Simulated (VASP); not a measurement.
# Cu7Ag5Pb4Au4 (P1) in VASP: further runs

Runs on Cu7Ag5Pb4Au4. Level: PBE. Tasks: single point.

All numbers are computed with VASP 6.6.1; they aren't measurements. Logs are shortened: lines on timing, memory, paths and dates and some standing lists are left out, and cuts for length are marked.

**1. The cell of the first run**

The typed cell holds 20 atoms: a = 7.342 Å, b = 7.512 Å, c = 6.920 Å, α = 80.10°, β = 84.00°, γ = 83.26°.

**2. Single point, PBE**

File INCAR:

```
PREC = Accurate ; ENCUT = 520
EDIFF = 1E-6 ; ISMEAR = 0
SIGMA = 0.1 ; LREAL = Auto
LASPH = True ; NELM = 80
ALGO = Fast ; ISIF = 2
LWAVE = False ; LCHARG = False
GGA = PE ; ISYM = 0
NBANDS = 132
```

File KPOINTS:

```
Automatic mesh
0
Gamma
  2 2 2
  0.5 0.5 0.5
```

File POSCAR:

```
Cu7Ag5Pb4Au4
1.0
   -5.0581798063      4.9641974985     -1.9177684699
   -5.0620520121     -1.8295146904      5.2405754545
    1.6273685001      4.6178592650      4.8903650153
Cu Ag Au Pb
7 5 4 4
Direct
    0.5026550872      0.3490449505      0.0635715102
    0.5710811313      0.0243054463      0.0077637250
    0.2773924476      0.1257693819      0.1907675391
    0.0745196797      0.4983613744      0.6605490091
    0.3368021701      0.2475750303      0.8131726727
    0.7722760644      0.5167860618      0.8933977126
    0.2666206261      0.9014146849      0.9659158555
    0.9998108713      0.2059128315     -0.0612557864
    0.7755695658      0.3201107092      0.2839099379
    0.2281301503      0.7856420468      0.4047042849
    0.0794120538      0.1759762046      0.5261144712
    0.7249143453      0.6107458668      0.5039298994
    0.5470719649      0.6831676481      0.1358633441
    0.3903561181      0.4068330048      0.4390479350
    0.7008175533      0.2537957090      0.7087442155
    0.3802541457      0.6176426821      0.7761524208
    0.1131662881      0.5194601787      0.1366596172
    0.4863710919      0.9962388173      0.5461637731
    0.8750961057      0.9204298676      0.2448324113
    0.9016754936      0.8526403688      0.7664279926
```

Potentials or basis: VASP PAW PBE potentials, release 64 (Cu, Ag, Au, Pb_d).

Command:

```sh
$ cat potpaw_PBE.64/Cu/POTCAR potpaw_PBE.64/Ag/POTCAR potpaw_PBE.64/Au/POTCAR potpaw_PBE.64/Pb_d/POTCAR > POTCAR
$ mpirun -np 1 vasp_std > vasp.out
```

OUTCAR:

```text
PREC = Accurate
   ENCUT = 520
   EDIFF = 1E-6
   ISMEAR = 0
   LREAL = Auto
   LASPH = True
   NELM = 80
   ISIF = 2
   GGA = PE
   ISYM = 0

 ion  position               nearest neighbor table
   1  0.503  0.349  0.064-   3 2.48   5 2.49   2 2.52   6 2.55   9 2.61  13 2.70  16 2.72  14 2.73
                            15 2.88  17 3.02
   2  0.571  0.024  0.008-   3 2.49   1 2.52   5 2.57   7 2.58  13 2.58  15 2.63  19 2.86  20 3.08
                            18 3.36
   3  0.277  0.126  0.191-   1 2.48   2 2.49   7 2.50   5 2.62  11 2.67   8 2.77  10 2.77  18 2.99
                            17 3.04  14 3.17  19 3.45
   4  0.075  0.498  0.661-   6 2.61   5 2.69   8 2.73  14 2.73  11 2.73  16 2.75  10 2.81  12 2.87
                            20 2.99  17 3.37
   5  0.337  0.248  0.813-   1 2.49   8 2.57   2 2.57   3 2.62  14 2.67   4 2.69  15 2.70   7 2.72
                            16 2.80  18 2.91  11 3.03  17 3.45
   6  0.772  0.517  0.893-   1 2.55  13 2.60   4 2.61  15 2.66   8 2.70  12 2.71  20 2.77   9 2.85
                            16 3.05  17 3.16
   7  0.267  0.901  0.966-   3 2.50   2 2.58  16 2.70  13 2.71   5 2.72   8 2.83  10 3.00  18 3.18
                            17 3.20  20 3.22  19 3.29
   8  1.000  0.206  0.939-   5 2.57   6 2.70   4 2.73   3 2.77  15 2.80   7 2.83  11 2.90  19 2.90
                             9 2.95  17 3.15  20 3.27
   9  0.776  0.320  0.284-   1 2.61  12 2.84   6 2.85  15 2.90  11 2.92   8 2.95  14 2.96  17 3.04
                            19 3.06  13 3.10  18 3.55
  10  0.228  0.786  0.405-   3 2.77   4 2.81  19 2.93  16 2.93  14 2.93  18 2.95  13 2.95   7 3.00
                            17 3.19  11 3.23  20 3.34
  11  0.079  0.176  0.526-   3 2.67   4 2.73   8 2.90   9 2.92  15 2.97  14 2.98   5 3.03  20 3.04
                            18 3.14  10 3.23  17 3.41  19 3.51
  12  0.725  0.611  0.504-   6 2.71  15 2.83   9 2.84   4 2.87  13 2.92  19 2.93  16 2.99  14 3.15
                            20 3.24  18 3.25  17 3.70
  13  0.547  0.683  0.136-   2 2.58   6 2.60   1 2.70   7 2.71  12 2.92  14 2.93  10 2.95  16 3.02
                             9 3.10  19 3.38  17 3.55  20 3.63
  14  0.390  0.407  0.439-   5 2.67   4 2.73   1 2.73  13 2.93  10 2.93   9 2.96  11 2.98  17 3.02
                            16 3.03  18 3.06  15 3.09  12 3.15   3 3.17
  15  0.701  0.254  0.709-   2 2.63   6 2.66   5 2.70   8 2.80  12 2.83   1 2.88   9 2.90  11 2.97
                            18 3.05  14 3.09  20 3.18  16 3.45
  16  0.380  0.618  0.776-   7 2.70   1 2.72   4 2.75   5 2.80  10 2.93  12 2.99  13 3.02  14 3.03
                             6 3.05  17 3.05  18 3.15  15 3.45  20 3.74
  17  0.113  0.519  0.137-  14 3.02   1 3.02   3 3.04   9 3.04  16 3.05   8 3.15   6 3.16  10 3.19
                             7 3.20   4 3.37  11 3.41   5 3.45  19 3.46  13 3.55  20 3.60  12 3.70
  18  0.486  0.996  0.546-   5 2.91  10 2.95   3 2.99  15 3.05  14 3.06  11 3.14  16 3.15   7 3.18
                            12 3.25   2 3.36  19 3.41  20 3.52   9 3.55
  19  0.875  0.920  0.245-   2 2.86   8 2.90  10 2.93  12 2.93   9 3.06   7 3.29  13 3.38  18 3.41
                            20 3.42   3 3.45  17 3.46  11 3.51  20 3.58
  20  0.902  0.853  0.766-   6 2.77   4 2.99  11 3.04   2 3.08  15 3.18   7 3.22  12 3.24   8 3.27
                            10 3.34  19 3.42  18 3.52  19 3.58  17 3.60  13 3.63  16 3.74

IMPORTANT INFORMATION: All symmetrisations will be switched off!
NOSYMM: (Re-)initialisation of all symmetry stuff for point group C_1.

----------------------------------------------------------------------------------------

                                     Primitive cell

  volume of cell :     372.0109

  direct lattice vectors                    reciprocal lattice vectors
    -5.058179806  4.964197498 -1.917768470    -0.089102864  0.089469506 -0.054833206
    -5.062052012 -1.829514690  5.240575455    -0.089063855 -0.058104295  0.084504360
     1.627368500  4.617859265  4.890365015     0.060500021  0.097350962  0.092424825

  length of vectors
     7.342089325  7.512331573  6.920160577     0.137661881  0.135828812  0.147240655

  position of ions in fractional coordinates (direct lattice)
     0.502655087  0.349044951  0.063571510
     0.571081131  0.024305446  0.007763725
     0.277392448  0.125769382  0.190767539
     0.074519680  0.498361374  0.660549009
     0.336802170  0.247575030  0.813172673
     0.772276064  0.516786062  0.893397713
[... 12 lines left out ...]
     0.875096106  0.920429868  0.244832411
     0.901675494  0.852640369  0.766427993

  ion indices of the primitive-cell ions
   primitive index   ion index
                 1           1
                 2           2
                 3           3
                 4           4
                 5           5
                 6           6
[... 12 lines left out ...]
                19          19
                20          20

----------------------------------------------------------------------------------------

 KPOINTS: Automatic mesh

Automatic generation of k-mesh.
 Grid dimensions read from file:
 generate k-points for:    2    2    2

 Generating k-lattice:

  Cartesian coordinates                     Fractional coordinates (reciprocal lattice)
    -0.044551432  0.044734753 -0.027416603     0.500000000  0.000000000  0.000000000
    -0.044531927 -0.029052147  0.042252180     0.000000000  0.500000000 -0.000000000
     0.030250011  0.048675481  0.046212412    -0.000000000  0.000000000  0.500000000

  Length of vectors
     0.068830940  0.067914406  0.073620328

  Shift w.r.t. Gamma in fractional coordinates (k-lattice)
     0.500000000  0.500000000  0.500000000

 Subroutine IBZKPT returns following result:
 ===========================================

 Found      4 irreducible k-points:

 Following reciprocal coordinates:
            Coordinates               Weight
  0.250000  0.250000  0.250000      2.000000
 -0.250000  0.250000  0.250000      2.000000
  0.250000 -0.250000  0.250000      2.000000
 -0.250000 -0.250000  0.250000      2.000000
   k-points           NKPTS =      4   k-points in BZ     NKDIM =      4   number of bands    NBANDS=    132
   number of dos      NEDOS =    301   number of ions     NIONS =     20
   total plane-waves  NPLWV = 169344
   dimension x,y,z NGX =    56 NGY =   56 NGZ =   54
   dimension x,y,z NGXF=   112 NGYF=  112 NGZF=  108
   ions per type =               7   5   4   4
   NGX,Y,Z   is equivalent  to a cutoff of  12.68, 12.39, 12.97 a.u.
   NGXF,Y,Z  is equivalent  to a cutoff of  25.36, 24.79, 25.95 a.u.
 SYSTEM =  unknown system
   PREC   = accura    normal or accurate (medium, high low for compatibility)
   ISTART =      0    job   : 0-new  1-cont  2-samecut
   ICHARG =      2    charge: 1-file 2-atom 10-const
   ISPIN  =      1    spin polarized calculation?
   LNONCOLLINEAR =      F non collinear calculations
   LSORBIT =      F    spin-orbit coupling
   LASPH  =      T    aspherical Exc in radial PAW
   ENCUT  =  520.0 eV  38.22 Ry    6.18 a.u.  13.65 13.97 12.87*2*pi/ulx,y,z
   NELM   =     80;   NELMIN=  2; NELMDL= -5     # of ELM steps
   EDIFF  = 0.1E-05   stopping-criterion for ELM
   LREAL  =      T    real-space projection
   EDIFFG = 0.1E-04   stopping-criterion for IOM
   NSW    =      0    number of steps for IOM
   IBRION =     -1    ionic relax: 0-MD 1-quasi-New 2-CG
   NFREE  =      0    steps in history (QN), initial steepest desc. (CG)
   ISIF   =      2    stress and relaxation
   ISYM   =      0    0-nonsym 1-usesym 2-fastsym
   POTIM  = 0.5000    time-step for ionic-motion
   TEBEG  =    0.0;   TEEND  =   0.0 temperature during run
   PSTRESS=    0.0 pullay stress
   NELECT =     232.0000    total number of electrons
   NUPDOWN=      -1.0000    fix difference up-down
   EMIN   =  10.00;   EMAX   =-10.00  energy-range for DOS
   EFERMI =   0.00;   METHOD = LEGACY
   ISMEAR =     0;   SIGMA  =   0.10  broadening in eV -4-tet -1-fermi 0-gaus
   EFERMI_NEDOS =   21; number of points for ismear=-14 and -15
   IALGO  =     68    algorithm
   IMIX   =      4    mixing-type and parameters
     AMIX     =   0.40;   BMIX     =  1.00
     AMIX_MAG =   1.60;   BMIX_MAG =  1.00
  volume/ion in A,a.u.               =      18.60       125.52
  Fermi-wavevector in a.u.,A,eV,Ry     =   1.398682  2.643125 26.617227  1.956311
  Thomas-Fermi vector in A             =   2.521816
   LORBIT       =      0    0 simple, 1 ext, 2 COOP (PROOUT), +10 PAW based schemes
   GGA     = PE    functional components
   LHFCALC =     F    Hartree Fock is set to
   AEXX    =    0.0000 exact exchange contribution
   IVDW    =     0    specifies the selected vdW correction
   LEPSILON=     F    determine dielectric tensor
   LRPA    =     F    only Hartree local field effects (RPA)
 non-spin polarized calculation
 RMM-DIIS sequential band-by-band and
 Gauss-broadening in eV      SIGMA  =   0.10
  energy-cutoff  :      520.00
  volume of cell :      372.01
 maximum number of plane-waves:     10022
 NGX is ok and might be reduce to    54
   NGX = 27   NGY = 27   NGZ = 25

 number of electron     232.0000034 magnetization

 Free energy of the ion-electron system (eV)
  ---------------------------------------------------
  ext. energy  EPLUGINS =         0.00000000
  ---------------------------------------------------
  free energy    TOTEN  =       -65.59155496 eV

  energy without entropy =      -65.55590086  energy(sigma->0) =      -65.57372791

 E-fermi :   7.5195     XC(G=0): -11.5299

 val. band max:        7.5063608333   @ k =   0.2500  -0.2500   0.2500
 cond. band min:       7.5279782378   @ k =   0.2500   0.2500   0.2500
 fundamental gap:      0.0216174045
 Fermi energy:         7.5195177539

 k-point     1 :       0.2500    0.2500    0.2500
  band No.  band energies     occupation
      1      -9.5374      2.00000
      2      -9.5076      2.00000
      3      -9.5006      2.00000
      4      -9.4728      2.00000
      5      -9.4345      2.00000
      6      -9.4192      2.00000
[... 120 lines left out ...]
    127      10.6887      0.00000
    128      10.8286      0.00000

 k-point     2 :      -0.2500    0.2500    0.2500
  band No.  band energies     occupation
      1      -9.5382      2.00000
      2      -9.5078      2.00000
      3      -9.4990      2.00000
      4      -9.4730      2.00000
      5      -9.4342      2.00000
      6      -9.4194      2.00000
[... 382 lines left out ...]
    127      10.8042      0.00000
    128      11.0681      0.00000
 [bands above 128 left out]

------------------------ aborting loop because EDIFF is reached ----------------------------------------

  FORCE on cell =-STRESS in cart. coord.  units (eV):
  Direction    XX          YY          ZZ          XY          YZ          ZX
  --------------------------------------------------------------------------------------
  -------------------------------------------------------------------------------------
  Total        0.0650254     -0.0800397      0.0175399     -0.0410655     -0.0083974     -0.0306567
  in kB        0.2800514     -0.3447150      0.0755410     -0.1768610     -0.0361660     -0.1320325
  external PRESSURE =       0.0036258 kB  Pullay stress =       0.0000000 kB

 VOLUME and BASIS-vectors are now :
 -----------------------------------------------------------------------------
  energy-cutoff  :      520.00
  volume of cell :      372.01
      direct lattice vectors                 reciprocal lattice vectors
    -5.058179806  4.964197498 -1.917768470    -0.089102864  0.089469506 -0.054833206
    -5.062052012 -1.829514690  5.240575455    -0.089063855 -0.058104295  0.084504360
     1.627368500  4.617859265  4.890365015     0.060500021  0.097350962  0.092424825

 POSITION                                       TOTAL-FORCE (eV/Angst)
 -----------------------------------------------------------------------------------
     -4.20595      2.15026      1.17611        -0.009318      0.001746      0.012606
     -2.99903      2.82634     -0.92986        -0.009052     -0.018158     -0.005789
     -1.72930      2.02787      1.06005         0.011441     -0.000662      0.012785
     -1.82471      2.50849      5.69911        -0.004345     -0.000428      0.001027
     -1.63351      4.97413      4.62824        -0.005590      0.006885      0.000335
     -5.06842      7.01385      5.59625         0.012911      0.003929      0.000716
[... 12 lines left out ...]
     -8.68722      3.79081      4.34267         0.009445      0.003439     -0.001536
     -7.62969      6.45543      6.48723        -0.028398     -0.007930      0.008977
 -----------------------------------------------------------------------------------
    total drift:                               -0.000505      0.002270      0.002572

  FREE ENERGIE OF THE ION-ELECTRON SYSTEM (eV)
  ---------------------------------------------------
  free  energy   TOTEN  =       -65.5915549571 eV

  energy  without entropy=      -65.5559008598  energy(sigma->0) =      -65.57372791
```

It took 8.6 min on 1 thread of AMD EPYC 7R43 (Zen 3), shared host; peak memory 0.45 GiB.

Results:

```yaml
Free_energy: -65.5916 eV
Pressure: 0.0 GPa
Largest_force: 0.032 eV/Å
Band_gap_on_the_k_mesh: zero (bands 116 and 117 overlap by 0.43 eV)
```

Forces in eV/Å, atoms in the order of the input:
```
Cu  -0.009  0.002  0.013
Cu  -0.009 -0.018 -0.006
Cu   0.011 -0.001  0.013
Cu  -0.004  0.000  0.001
Cu  -0.006  0.007  0.000
Cu   0.013  0.004  0.001
Cu   0.013 -0.007 -0.013
Ag   0.000 -0.007 -0.010
Ag   0.008  0.007  0.015
Ag  -0.002  0.011  0.000
Ag   0.016 -0.003  0.005
Ag   0.015 -0.007 -0.003
Au   0.017  0.015  0.005
Au  -0.024 -0.005  0.000
Au  -0.010 -0.003 -0.008
Au  -0.012 -0.007  0.002
Pb  -0.008  0.000  0.003
Pb   0.009  0.017 -0.026
Pb   0.009  0.003 -0.002
Pb  -0.028 -0.008  0.009
```

Levels at points of the mesh, in eV from the Fermi level:
```tsv
k point	band 113	band 114	band 115	band 116	band 117	band 118	band 119	band 120
(0.25, 0.25, 0.25)	-0.63	-0.49	0.01	0.32	0.46	0.71	0.92	1.31
```

Caveat: the k points lie up to 0.46 Å⁻¹ apart; spin-orbit coupling is left out, which moves the levels of the heavy elements.

**3. Single point, PBE**

File INCAR:

```
ALGO = Fast ; EDIFF = 1E-7
ENCUT = 520 ; GGA = PE
ISIF = 2 ; ISMEAR = 0
ISYM = 0 ; LASPH = T
LCHARG = T ; LELF = T
LREAL = Auto ; LVHAR = T
LWAVE = F ; NBANDS = 132
NELM = 80 ; PREC = Accurate
SIGMA = 0.1
```

KPOINTS is that of step 2.

File POSCAR:

```
Cu7Ag5Pb4Au4
1.0
   -5.1768330733      5.0312607942     -1.9199715790
   -4.5975751857     -1.3689138715      4.9466602536
    1.7376902101      4.9323812747      5.4270386218
Cu Ag Au Pb
7 5 4 4
Direct
    0.3902593867      0.6140263945      1.0118735909
    0.0818100495      0.5686499529      0.1715351244
    0.1960895171      0.2080746115      0.1643300369
    0.3654018377      0.3785595179      0.3416108269
    0.1740403933      0.0732588777      0.4989188951
    0.2737688410      0.3915423123      0.8455443389
    0.7276545444      0.7572878734      0.7646873568
   -0.0012048432      0.9721098605      1.0583553040
    0.8571566924      0.2760324019      0.3300435653
    0.2903930858      0.7900912478      0.3055588733
    0.0716412528      0.4451979610      0.5555556851
    0.9166807712      0.8436682466      0.4365754888
    0.5449534886      0.0003861772      0.4543906844
    0.8465581954      0.1163290257      0.7079962199
    0.0964947286      0.7505151173      0.7736151995
    0.9240335291      0.4015283251      0.9304672193
    0.5962220065      0.2209264453      0.0621892903
    0.6972459365      0.7014462981      0.1583649587
    0.5710082320      0.4992540031      0.6079123601
    0.3627108539      1.0049656235      0.8109448124
```

Potentials or basis: VASP PAW PBE potentials, release 64 (Cu, Ag, Au, Pb_d).

Command:

```sh
$ cat potpaw_PBE.64/Cu/POTCAR potpaw_PBE.64/Ag/POTCAR potpaw_PBE.64/Au/POTCAR potpaw_PBE.64/Pb_d/POTCAR > POTCAR
$ mpirun -np 1 vasp_std > vasp.out
```

It took 11 min on 1 thread of AMD EPYC 7R43 (Zen 3), shared host; peak memory 0.46 GiB.

It converged, with:

```yaml
Free_energy: -65.1972 eV
Pressure: 0.1 GPa
Largest_force: 0.052 eV/Å
Band_gap_on_the_k_mesh: zero (bands 116 and 117 overlap by 0.34 eV)
```

Forces on the atoms (eV/Å):
```
Cu  -0.013 -0.001  0.006
Cu  -0.009 -0.042 -0.002
Cu   0.004 -0.020 -0.020
Cu  -0.002  0.051  0.000
Cu   0.009  0.005  0.003
Cu   0.008 -0.003 -0.001
Cu  -0.002 -0.005  0.009
Ag  -0.014 -0.004  0.006
Ag   0.010  0.014 -0.012
Ag   0.003  0.011 -0.003
Ag  -0.007  0.000 -0.002
Ag  -0.002 -0.001  0.017
Au   0.003  0.005 -0.003
Au   0.002  0.003  0.005
Au   0.014 -0.010 -0.012
Au  -0.019  0.002 -0.008
Pb   0.031  0.020 -0.029
Pb   0.008 -0.008  0.021
Pb  -0.011 -0.015 -0.005
Pb  -0.013 -0.003  0.031
```

Levels at points of the mesh, in eV from the Fermi level:
| k point | band 114 | band 115 | band 116 | band 117 | band 118 | band 119 |
| --- | --- | --- | --- | --- | --- | --- |
| (0.25, 0.25, 0.25) | -0.53 | -0.03 | 0.30 | 0.42 | 0.70 | 0.87 |

Caveat: the k points lie up to 0.47 Å⁻¹ apart; spin-orbit coupling is left out, which moves the levels of the heavy elements.
